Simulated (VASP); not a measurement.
A run of VASP 6.6.1:

Contents of INCAR:

```
SYSTEM = Ni
PREC = Accurate
ENCUT = 600
EDIFF = 1E-6
ISMEAR = -1
SIGMA = 0.1
LREAL = .FALSE.
LASPH = .TRUE.
NELM = 120
ALGO = Normal
ISIF = 2
LWAVE = .FALSE.
LCHARG = .FALSE.
GGA = CA
NBANDS = 11
GGA_COMPAT = .FALSE.
```

The input KPOINTS:

```
regular mesh
0
G
  23 23 23
  0 0 0
```

The input POSCAR:

```
Ni
1.0
    0.0000000000      1.7104399105      1.7104399105
    1.7104399105      0.0000000000      1.7104399105
    1.7104399105      1.7104399105      0.0000000000
Ni
1
Direct
    0.0000000000      0.0000000000      0.0000000000
```

Potentials or basis: VASP PAW LDA potentials, release 64 (Ni).

Command:

```bash
$ cat potpaw_LDA.64/Ni/POTCAR > POTCAR
$ mpirun -np 1 vasp_std > vasp.out
```

Hardware: 1 thread of Intel Xeon 6975P-C (shared host).

**Question.** How long does it take, and how much memory?

**Answer.** Run time: 29 s on 1 thread of Intel Xeon 6975P-C, on a shared host, peak memory 0.16 GiB. Counts: scf iterations 12, k points 364.
